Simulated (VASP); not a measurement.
A run of VASP 6.6.1:

File INCAR:

```
PREC = Accurate
ENCUT = 600
EDIFF = 1E-6
ISMEAR = -1
SIGMA = 0.1
LREAL = F
LASPH = T
NELM = 60
ALGO = Normal
ISIF = 3
LWAVE = F
LCHARG = F
GGA = CA
IBRION = 2
NSW = 100
EDIFFG = -0.002
PSTRESS = 40.0
```

Contents of KPOINTS:

```
Automatic mesh
0
Gamma
  22 22 22
```

Contents of POSCAR:

```
Li
1.0
    0.0000000000      2.1161138928      2.1161138928
    2.1161138928      0.0000000000      2.1161138928
    2.1161138928      2.1161138928      0.0000000000
Li
1
Direct
    0.0000000000      0.0000000000      0.0000000000
```

Potentials or basis: VASP PAW LDA potentials, release 64 (Li_sv).

Command:

```bash
$ cat potpaw_LDA.64/Li_sv/POTCAR > POTCAR
$ mpirun -np 1 vasp_std > vasp.out
```

Hardware: 1 thread of AMD EPYC 9R45 96-Core Processor (Zen 5), on a shared host.

Estimate the wall time of this run.

It took 88 s on 1 thread of AMD EPYC 9R45 96-Core Processor (Zen 5), with other jobs on the host, peak memory 0.12 GiB. Counts: scf iterations 68, k points 328, ion steps 22.
